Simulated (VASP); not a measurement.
The system is CdSe (Cadmoselite).

```
CELL_PARAMETERS angstrom
4.38434 0.00000 0.00000
-2.19217 3.79695 0.00000
0.00000 0.00000 7.15768
ATOMIC_POSITIONS crystal
Cd 0.66667 0.33333 0.50000
Cd 0.33333 0.66667 0.00000
Se 0.66667 0.33333 0.88500
Se 0.33333 0.66667 0.38500
```

Base run:

- Program: VASP 6.6.1
- Functional: PBE exchange alone
- Potentials or basis: VASP PAW PBE potentials, release 64 (Cd, Se)
- Cutoff: 520 eV
- k mesh: 7 × 7 × 4
- Occupations: fermi-dirac, width 0.05 eV
- Spin: no spin polarisation

Its results: band gap on the k mesh 0.52 eV, direct; pressure 7.4 GPa; largest force 0.282 eV/Å.

Q: The run is repeated on the same cell with these changes: functional from PBE exchange alone to r2SCAN. What comes out?

A: Band gap on the k mesh 1.04 eV, direct; pressure -1.2 GPa; largest force 0.228 eV/Å.

Caveats: the PAW data sets were made with another functional, which shifts forces and pressure a little (some runs).

